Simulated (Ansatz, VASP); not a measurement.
Two plane-wave programs on Ge2Sb2Se

```
CELL_PARAMETERS angstrom
4.01325 0.00000 0.00000
-2.00662 3.47558 0.00000
0.00000 0.00000 8.89863
ATOMIC_POSITIONS crystal
Ge 0.33333 0.66667 0.31215
Ge 0.66667 0.33333 0.68785
Sb 0.33333 0.66667 0.88183
Sb 0.66667 0.33333 0.11817
Se 0.00000 0.00000 0.50000
```

Change from the starting cell: species swapped into the La2GeI2 type (P-3m1, No. 164).

Alike in both runs: functional PBE; k mesh 12 × 12 × 4; occupations gaussian, width 0.1 eV; no spin polarisation.

Ansatz relaxed the structure, and its values are those at the end. VASP's run is a single point on that final structure, the one shown.

```csv
,VASP,Ansatz
version,VASP 6.6.1,Ansatz 0.2.0
potentials or method,"VASP PAW PBE potentials, release 64 (Ge_d, Sb, Se), cutoff 520 eV","scalar-relativistic, plane waves, PAW"
valence electrons in the cell,44,74
```

```tsv
	VASP	Ansatz	Ansatz less VASP
gap on the k mesh at the Fermi level (eV)	none	none	-
pressure (GPa)	0.0	0.0	+0.02
```

A gap of «none» marks a metal or a gap that the smearing closes. VASP's potentials hold 44 valence electrons a cell and Ansatz's 74, so a difference there can come from the potentials and not from the codes.

Spin-orbit coupling is off throughout.
